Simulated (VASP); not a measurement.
# SrHg3O4 in VASP: a series of runs

The runs below take SrHg3O4 through single point, with PBE.

Everything below comes from runs of VASP 6.6.1. Logs are shortened: lines on timing, memory, paths and dates and some standing lists are left out, and cuts for length are marked.

## 1. The cell of the first run

Symmetry: Pm-3m, No. 221, cubic system. Conventional cell: a = 4.889 Å, b = 4.889 Å, c = 4.889 Å, α = 90.00°, β = 90.00°, γ = 90.00°. Within 3.2 Å of Sr (site symmetry m-3m) lie 6 O at 2.44 Å. Within 3.2 Å of Hg (site symmetry 4/mmm) lie 6 O at 2.44 Å. O (site symmetry 4/mmm) has 2 Sr at 2.44 Å and 4 Hg at 2.44 Å within 3.2 Å. O (site symmetry m-3m) has 6 Hg at 2.44 Å within 3.2 Å.

## 2. Single point, PBE (14.61 Å³/atom)

INCAR reads:

```
SYSTEM = SrHg3O4
PREC = Accurate
ENCUT = 520
EDIFF = 1E-6
ISMEAR = 0
SIGMA = 0.1
LREAL = .False.
LASPH = .True.
NELM = 60
ALGO = Normal
ISIF = 2
LWAVE = .False.
LCHARG = .True.
GGA = PE
LELF = .True.
LVHAR = .True.
NBANDS = 45
```

KPOINTS reads:

```
Automatic mesh
0
Gamma
  8 8 8
  0 0 0
```

POSCAR reads:

```
SrHg3O4
1.0
    4.8892543356      0.0000000000      0.0000000000
    0.0000000000      4.8892543356      0.0000000000
    0.0000000000      0.0000000000      4.8892543356
Sr Hg O
1 3 4
Direct
    0.0000000000      0.0000000000      0.0000000000
    0.0000000000      0.5000000000      0.5000000000
    0.5000000000      0.0000000000      0.5000000000
    0.5000000000      0.5000000000      0.0000000000
    0.5000000000      0.0000000000      0.0000000000
    0.5000000000      0.5000000000      0.5000000000
    0.0000000000      0.0000000000      0.5000000000
    0.0000000000      0.5000000000      0.0000000000
```

Potentials or basis: VASP PAW PBE potentials, release 64 (Sr_sv, Hg, O).

The run is started by

```
$ cat potpaw_PBE.64/Sr_sv/POTCAR potpaw_PBE.64/Hg/POTCAR potpaw_PBE.64/O/POTCAR > POTCAR
$ mpirun -np 1 vasp_std > vasp.out
```

OUTCAR:

```text
SYSTEM = SrHg3O4
   PREC = Accurate
   ENCUT = 520
   EDIFF = 1E-6
   ISMEAR = 0
   LREAL = .False.
   LASPH = .True.
   NELM = 60
   ISIF = 2
   GGA = PE

 ion  position               nearest neighbor table
   1  0.000  0.000  0.000-   5 2.44   7 2.44   8 2.44   7 2.44   8 2.44   5 2.44   2 3.46   3 3.46
                             2 3.46   2 3.46   4 3.46   3 3.46   2 3.46   3 3.46   4 3.46   4 3.46
   2  0.000  0.500  0.500-   6 2.44   7 2.44   8 2.44   8 2.44   7 2.44   6 2.44   1 3.46   4 3.46
                             1 3.46   1 3.46   3 3.46   3 3.46   1 3.46   3 3.46   4 3.46   4 3.46
   3  0.500  0.000  0.500-   5 2.44   6 2.44   7 2.44   5 2.44   6 2.44   7 2.44   1 3.46   4 3.46
                             1 3.46   2 3.46   4 3.46   2 3.46   4 3.46   1 3.46   2 3.46   4 3.46
   4  0.500  0.500  0.000-   5 2.44   6 2.44   8 2.44   6 2.44   5 2.44   8 2.44   2 3.46   3 3.46
                             1 3.46   1 3.46   3 3.46   2 3.46   3 3.46   1 3.46   2 3.46   3 3.46
   5  0.500  0.000  0.000-   1 2.44   3 2.44   4 2.44   3 2.44   4 2.44   1 2.44
   6  0.500  0.500  0.500-   2 2.44   3 2.44   4 2.44   4 2.44   3 2.44   2 2.44
   7  0.000  0.000  0.500-   1 2.44   2 2.44   3 2.44   1 2.44   2 2.44   3 2.44
   8  0.000  0.500  0.000-   1 2.44   2 2.44   4 2.44   2 2.44   1 2.44   4 2.44

  LATTYP: Found a simple cubic cell.
 ALAT       =     4.8892543356

  Lattice vectors:

 A1 = (   4.8892543356,   0.0000000000,   0.0000000000)
 A2 = (   0.0000000000,   4.8892543356,   0.0000000000)
 A3 = (   0.0000000000,   0.0000000000,   4.8892543356)

Analysis of symmetry for initial positions (statically):
=====================================================================
 Subroutine PRICEL returns:
 Original cell was already a primitive cell.

 Routine SETGRP: Setting up the symmetry group for a
 simple cubic supercell.

 Subroutine GETGRP returns: Found 48 space group operations
 (whereof 48 operations were pure point group operations)
 out of a pool of 48 trial point group operations.

The static configuration has the point symmetry O_h .

Analysis of symmetry for dynamics (positions and initial velocities):
=====================================================================
 Subroutine PRICEL returns:
 Original cell was already a primitive cell.

 Routine SETGRP: Setting up the symmetry group for a
 simple cubic supercell.

 Subroutine GETGRP returns: Found 48 space group operations
 (whereof 48 operations were pure point group operations)
 out of a pool of 48 trial point group operations.

The dynamic configuration has the point symmetry O_h .

 Subroutine INISYM returns: Found 48 space group operations
 (whereof 48 operations are pure point group operations),
[... 117 lines left out ...]
   TEBEG  =    0.0;   TEEND  =   0.0 temperature during run
   PSTRESS=    0.0 pullay stress
   NELECT =      70.0000    total number of electrons
   NUPDOWN=      -1.0000    fix difference up-down
   EMIN   =  10.00;   EMAX   =-10.00  energy-range for DOS
   EFERMI =   0.00;   METHOD = LEGACY
   ISMEAR =     0;   SIGMA  =   0.10  broadening in eV -4-tet -1-fermi 0-gaus
   EFERMI_NEDOS =   21; number of points for ismear=-14 and -15
   IALGO  =     38    algorithm
   IMIX   =      4    mixing-type and parameters
     AMIX     =   0.40;   BMIX     =  1.00
     AMIX_MAG =   1.60;   BMIX_MAG =  1.00
  volume/ion in A,a.u.               =      14.61        98.59
  Fermi-wavevector in a.u.,A,eV,Ry     =   1.379955  2.607737 25.909240  1.904275
  Thomas-Fermi vector in A             =   2.504877
   LORBIT       =      0    0 simple, 1 ext, 2 COOP (PROOUT), +10 PAW based schemes
   GGA     = PE    functional components
   LHFCALC =     F    Hartree Fock is set to
   AEXX    =    0.0000 exact exchange contribution
   IVDW    =     0    specifies the selected vdW correction
   LEPSILON=     F    determine dielectric tensor
   LRPA    =     F    only Hartree local field effects (RPA)
 non-spin polarized calculation
 Gauss-broadening in eV      SIGMA  =   0.10
  energy-cutoff  :      520.00
  volume of cell :      116.88
 maximum number of plane-waves:      3178
   NGX = 19   NGY = 19   NGZ = 19

 number of electron      69.9999969 magnetization

 Free energy of the ion-electron system (eV)
  ---------------------------------------------------
  ext. energy  EPLUGINS =         0.00000000
  ---------------------------------------------------
  free energy    TOTEN  =       -28.31098556 eV

  energy without entropy =      -28.30435121  energy(sigma->0) =      -28.30766839

 E-fermi :   2.5328     XC(G=0): -11.2246

 val. band max:        2.5209044397   @ k =   0.5000   0.5000   0.0000
 cond. band min:       2.5348274575   @ k =   0.5000   0.5000   0.1250
 fundamental gap:      0.0139230179
 Fermi energy:         2.5328032284

 k-point     1 :       0.0000    0.0000    0.0000
  band No.  band energies     occupation
      1     -29.6603      2.00000
      2     -14.8741      2.00000
      3     -14.3268      2.00000
      4     -14.2921      2.00000
      5     -14.2921      2.00000
      6     -12.0109      2.00000
[... 1141 lines left out ...]
     44      10.3988      0.00000
     45      11.7459      0.00000

 [... further k-points ...]

------------------------ aborting loop because EDIFF is reached ----------------------------------------

  FORCE on cell =-STRESS in cart. coord.  units (eV):
  Direction    XX          YY          ZZ          XY          YZ          ZX
  --------------------------------------------------------------------------------------
  -------------------------------------------------------------------------------------
  Total        5.9829013      5.9829013      5.9829013      0.0000000      0.0000000     -0.0000000
  in kB       82.0152351     82.0152351     82.0152351      0.0000000      0.0000000     -0.0000000
  external PRESSURE =      82.0152351 kB  Pullay stress =       0.0000000 kB

 VOLUME and BASIS-vectors are now :
 -----------------------------------------------------------------------------
  energy-cutoff  :      520.00
  volume of cell :      116.88
      direct lattice vectors                 reciprocal lattice vectors
     4.889254336  0.000000000  0.000000000     0.204530166  0.000000000  0.000000000
     0.000000000  4.889254336  0.000000000     0.000000000  0.204530166  0.000000000
     0.000000000  0.000000000  4.889254336     0.000000000  0.000000000  0.204530166

 POSITION                                       TOTAL-FORCE (eV/Angst)
 -----------------------------------------------------------------------------------
      0.00000      0.00000      0.00000         0.000000      0.000000      0.000000
      0.00000      2.44463      2.44463         0.000000      0.000000      0.000000
      2.44463      0.00000      2.44463         0.000000      0.000000      0.000000
      2.44463      2.44463      0.00000         0.000000      0.000000      0.000000
      2.44463      0.00000      0.00000         0.000000      0.000000      0.000000
      2.44463      2.44463      2.44463         0.000000      0.000000      0.000000
      0.00000      0.00000      2.44463         0.000000      0.000000      0.000000
      0.00000      2.44463      0.00000         0.000000      0.000000      0.000000
 -----------------------------------------------------------------------------------
    total drift:                                0.000000      0.000000      0.000000

  FREE ENERGIE OF THE ION-ELECTRON SYSTEM (eV)
  ---------------------------------------------------
  free  energy   TOTEN  =       -28.3109855597 eV

  energy  without entropy=      -28.3043512114  energy(sigma->0) =      -28.30766839
```

stdout:

```text
POSCAR found type information on POSCAR SrHgO
 POSCAR found :  3 types and       8 ions
 scaLAPACK will be used
 LDA part: xc-table for (Slater+PW92), standard interpolation
 POSCAR, INCAR and KPOINTS ok, starting setup
 FFT: planning ... GRIDC
 FFT: planning ... GRID_SOFT
 FFT: planning ... GRID
 WAVECAR not read
 entering main loop
```

It took 66 s on 1 thread of Intel Xeon 6975P-C (Granite Rapids), shared host; peak memory 0.3 GiB.

What came out:

- Free energy: -28.3110 eV
- Pressure: 8.2 GPa
- Band gap on the k mesh: zero (bands 35 and 36 overlap by 1.19 eV)

Levels at points of the mesh, in eV from the Fermi level:
```csv
k point,band 33,band 34,band 35,band 36,band 37,band 38
"(0.00, 0.00, 0.00)",-2.06,-1.10,-1.10,-1.10,0.66,0.66
"(0.50, 0.00, 0.00)",-2.14,-0.96,-0.96,2.00,2.17,3.20
"(0.50, 0.50, 0.00)",-0.09,-0.09,-0.01,3.42,3.49,3.49
"(0.50, 0.50, 0.50)",0.09,0.09,0.09,3.48,4.64,4.64
```

Caveat: the cell stands under pressure; spin-orbit coupling is left out, which moves the levels of the heavy elements.

(Continued in part 2 of 2.)

The gap in the log of VASP goes by the Fermi energy; the results here count the filled bands.